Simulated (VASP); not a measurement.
Write the native input for VASP 6.6.1 that does the following.

* Task: relaxation of the atoms
* Functional: PBEsol
* Potentials or basis: VASP PAW PBE potentials, release 64 (W_sv, S)
* Cutoff: 520 eV
* k mesh: 12 × 12 × 2
* Occupations: gaussian, width 0.02 eV
* Spin: no spin polarisation
* Dipole correction: no
* Further INCAR settings: ALGO = Normal; EDIFF = 1e-06; IBRION = 2; EDIFFG = -0.008; NSW = 60

The structure of WS2 lies in POSCAR:

```
WS2
1.0
    3.1457762274      0.0000000000      0.0000000000
   -1.5728881137      2.7243221276      0.0000000000
    0.0000000000      0.0000000000     16.6991197458
W S
1 2
Direct
    0.3333333333      0.6666666667      0.0000000000
    0.6666666667      0.3333333333      0.9075761489
    0.6666666667      0.3333333333      0.0924238511
```

This cell differs from its parent crystal: strain along c alone, the other axes held: -1.5 %.

These files were run (other wordings do the same):

INCAR

```
SYSTEM = WS2
ALGO = Normal
EDIFF = 1E-6
EDIFFG = -0.008
ENCUT = 520
GGA = PS
IBRION = 2
ISIF = 2
ISMEAR = 0
LASPH = .TRUE.
LCHARG = .FALSE.
LREAL = .FALSE.
LWAVE = .FALSE.
NELM = 100
NSW = 60
PREC = Accurate
SIGMA = 0.02
```

KPOINTS

```
k-points
0
G
  12 12 2
  0 0 0
```

Potentials or basis: VASP PAW PBE potentials, release 64 (W_sv, S).

Run with:

```bash
$ cat potpaw_PBE.64/W_sv/POTCAR potpaw_PBE.64/S/POTCAR > POTCAR
$ mpirun -np 1 vasp_std > vasp.out
```

It gave:

```json
{"Energy gained by relaxing": "4.2 meV/atom", "Ionic steps": "2", "Largest force after relaxing": "0.007 eV/Å", "Band gap on the k mesh": "1.94 eV, direct"}
```

Caveat: the cell differs from its parent crystal (strain along c alone, the other axes held: -1.5 %); the PAW data sets were made with another functional, which shifts forces and pressure a little; spin-orbit coupling is left out, which moves the levels of the heavy elements.

It took 120 s on 1 thread of Intel Xeon 6975P-C (shared host), peak memory 0.32 GiB.
